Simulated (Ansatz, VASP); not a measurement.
**One calculation of W, two programs**

Contents of INCAR:

```
SYSTEM = W
PREC     = Accurate       ! precision mode
ENCUT    = 520            ! plane-wave cutoff, eV
EDIFF    = 1E-6           ! SCF threshold, eV
ISMEAR   = 0              ! smearing method
SIGMA    = 0.15           ! smearing width, eV
LREAL    = .FALSE.        ! projectors in reciprocal space
LASPH    = .TRUE.         ! aspherical terms in the spheres
NELM     = 80             ! most SCF steps
ALGO     = Fast           ! electronic algorithm
ISIF     = 2              ! what is computed and relaxed
LWAVE    = .FALSE.        ! write WAVECAR
LCHARG   = .FALSE.        ! write CHGCAR
GGA      = PE             ! functional
NBANDS   = 13             ! bands
```

The input KPOINTS:

```
Automatic mesh
0
G
  22 22 22
  0 0 0
```

File POSCAR:

```
W
1.0
   -1.8026246238      1.5986608703      1.5986608703
    1.5986608703     -1.8026246238      1.5986608703
    1.5986608703      1.5986608703     -1.8026246238
W
1
Direct
    0.0000000000      0.0000000000      0.0000000000
```

Input for Ansatz:

```yaml
crystal:
  lattice:
    - [-1.8026246238, 1.5986608703, 1.5986608703]
    - [1.5986608703, -1.8026246238, 1.5986608703]
    - [1.5986608703, 1.5986608703, -1.8026246238]
  atoms:
    - { symbol: W, position: [0.0, 0.0, 0.0] }
basis:
  ecutwfc: 420
kpoints:
  mp_grid: { grid: [22, 22, 22] }
hamiltonian:
  xc: pbe
  pseudopotentials: { kind: paw, azcp: { folder: soft_1 } }
scf:
  occupations: { method: gaussian, width: 0.15 }
output:
  forces: true
  stress: true
  eigenvalues: true
  write_density: true
  write_potential: true
  elf: true
  volumetric_format: npy
```

Alike in both runs: task single point; functional PBE; k mesh 22 × 22 × 22; occupations gaussian, width 0.15 eV; no spin polarisation.

|  | VASP | Ansatz |
| --- | --- | --- |
| version | VASP 6.6.1 | Ansatz 0.2.0 |
| potentials or method | VASP PAW PBE potentials, release 64 (W_sv), cutoff 520 eV | scalar-relativistic, plane waves, PAW |
| valence electrons in the cell | 14 | 14 |

Ansatz gave:

```
gap on the k mesh at the Fermi level (eV)                     : none
pressure (GPa)                                                : 11.3
traceless stress, the component that is largest in VASP (GPa) : 29.86
```

Problem. Estimate VASP's values.

Solution. gap on the k mesh at the Fermi level (eV): none; pressure (GPa): 12.4; traceless stress, the component that is largest in VASP (GPa): 30.62.

A gap of «none» marks a metal or a gap that the smearing closes. With one functional, cell and mesh, what is left measures potentials, basis and numerics.

Spin-orbit coupling is off throughout.
